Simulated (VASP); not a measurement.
Write the native input for VASP 6.6.1 that does the following.

```yaml
Task: single point
Functional: PBE
Potentials_or_basis: VASP PAW PBE potentials, release 64 (Cu, Au)
Cutoff: 520 eV
k_mesh: 14 × 14 × 12
Occupations: gaussian, width 0.1 eV
Spin: no spin polarisation
Dipole_correction: no
Further_INCAR_settings: ALGO = Normal; EDIFF = 1e-07; NBANDS = 18
```

The structure of CuAu lies in POSCAR:

```
CuAu
1.0
    2.8238135853      0.0000000000      0.0000000000
    0.0000000000      2.8238135853      0.0000000000
    0.0000000000      0.0000000000      3.4243650937
Cu Au
1 1
Direct
    0.5000000000      0.5000000000      0.5000000000
    0.0000000000      0.0000000000      0.0000000000
```

The input as run:

INCAR

```
  PREC = Accurate
  ENCUT = 520
  EDIFF = 1E-7
  ISMEAR = 0
  SIGMA = 0.1
  LREAL = False
  LASPH = True
  NELM = 100
  ALGO = Normal
  ISIF = 2
  LWAVE = False
  LCHARG = True
  GGA = PE
  LELF = True
  LVHAR = True
  NBANDS = 18
```

KPOINTS

```
Automatic mesh
0
Gamma
  14 14 12
```

Potentials or basis: VASP PAW PBE potentials, release 64 (Cu, Au).

Command:

```sh
$ cat potpaw_PBE.64/Cu/POTCAR potpaw_PBE.64/Au/POTCAR > POTCAR
$ mpirun -np 1 vasp_std > vasp.out
```

Results of the run:

```
Pressure               : 17.0 GPa
Band gap on the k mesh : zero (bands 11 and 12 overlap by 7.53 eV)
```

Caveat: the cell stands under pressure; spin-orbit coupling is left out, which moves the levels of the heavy elements.

Run time: 100 s on 1 thread of Intel(R) Xeon(R) 6975P-C (Granite Rapids), with other jobs on the host, peak memory 0.24 GiB.
